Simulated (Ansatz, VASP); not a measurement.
# Two plane-wave programs on CdS

The input POSCAR:

```
CdS
1.0
    4.1500000000      0.0000000000      0.0000000000
   -2.0750000000      3.5940054257      0.0000000000
    0.0000000000      0.0000000000      6.7370000000
Cd S
2 2
Direct
    0.6666666667      0.3333333333      0.5000000000
    0.3333333333      0.6666666667      0.0000000000
    0.6666666667      0.3333333333      0.8750000000
    0.3333333333      0.6666666667      0.3750000000
```

File INCAR.step1:

```
SYSTEM = CdS
  PREC = Accurate
  ENCUT = 520
  EDIFF = 1E-5
  ISMEAR = -1
  SIGMA = 0.05
  LREAL = .False.
  LASPH = .True.
  NELM = 60
  ALGO = Normal
  ISIF = 2
  LWAVE = .True.
  GGA = PE
  NBANDS = 26
```

The input INCAR.step2:

```
SYSTEM = CdS
  PREC = Accurate
  ENCUT = 520
  EDIFF = 1E-7
  ISMEAR = -1
  SIGMA = 0.05
  LREAL = .False.
  LASPH = .True.
  NELM = 60
  ALGO = Normal
  ISIF = 2
  LWAVE = .False.
  LCHARG = .True.
  METAGGA = R2SCAN
  LHFCALC = .True.
  AEXX = 0.25
  LMIXTAU = .True.
  PRECFOCK = Normal
  LELF = .True.
  LVHAR = .True.
  ISTART = 1
  NBANDS = 26
```

Contents of KPOINTS:

```
Automatic mesh
0
Gamma
  4 4 2
  0 0 0
```

Contents of input.yaml:

```yaml
crystal:
  lattice:
    - [4.15, 0.0, 0.0]
    - [-2.075, 3.5940054257, 0.0]
    - [0.0, 0.0, 6.737]
  atoms:
    - { symbol: Cd, position: [0.6666666667, 0.3333333333, 0.5] }
    - { symbol: Cd, position: [0.3333333333, 0.6666666667, 0.0] }
    - { symbol: S, position: [0.6666666667, 0.3333333333, 0.875] }
    - { symbol: S, position: [0.3333333333, 0.6666666667, 0.375] }
hamiltonian:
  xc: r2scan0
  pseudopotentials: { kind: paw }
kpoints:
  mp_grid: { grid: [4, 4, 2] }
  band_path:
    path:
      - [[0.0, 0.0, 0.0], [0.5, 0.0, 0.0], [0.3333333333, 0.3333333333, 0.0], [0.0, 0.0, 0.0], [0.0, 0.0, 0.5], [0.5, 0.0, 0.5], [0.3333333333, 0.3333333333, 0.5], [0.0, 0.0, 0.5]]
      - [[0.5, 0.0, 0.5], [0.5, 0.0, 0.0]]
      - [[0.3333333333, 0.3333333333, 0.0], [0.3333333333, 0.3333333333, 0.5]]
    npoints: 4
scf:
  occupations: { method: fermi_dirac, width: 0.05 }
  n_extra_bands: 10
output:
  forces: true
  stress: true
  eigenvalues: true
  fatbands: false
```

Alike in both runs: functional r2SCAN0; k mesh 4 × 4 × 2; occupations fermi-dirac, width 0.05 eV; no spin polarisation.

```csv
,VASP,Ansatz
version,VASP 6.6.1,Ansatz 0.2.0
potentials or method,"VASP PAW PBE potentials, release 64 (Cd, S)",Ansatz PAW
plane-wave cutoff (eV),520,500
valence electrons in the cell,36,52
task,single point,band structure
```

|  | VASP | Ansatz | Ansatz less VASP |
| --- | --- | --- | --- |
| gap on the k mesh at the Fermi level (eV) | 3.21 | 3.17 | -0.033 |
| least direct gap on the mesh (eV) | 3.21 | 3.17 | -0.033 |
| pressure (GPa) | 0.4 | 0.1 | -0.22 |
| traceless stress, the component that is largest in VASP (GPa) | 0.26 | 0.25 | -0.017 |
| rms of the force components (eV/Å) | 0.037 | 0.037 | -0.0003 |

VASP's potentials were made for PBE, not for r2SCAN0. Atom by atom the forces differ by 0.000 eV/Å (rms over components). VASP's potentials hold 36 valence electrons a cell and Ansatz's 52, so a difference there can come from the potentials and not from the codes.

The k mesh is coarse, so the values compare programs but aren't converged.
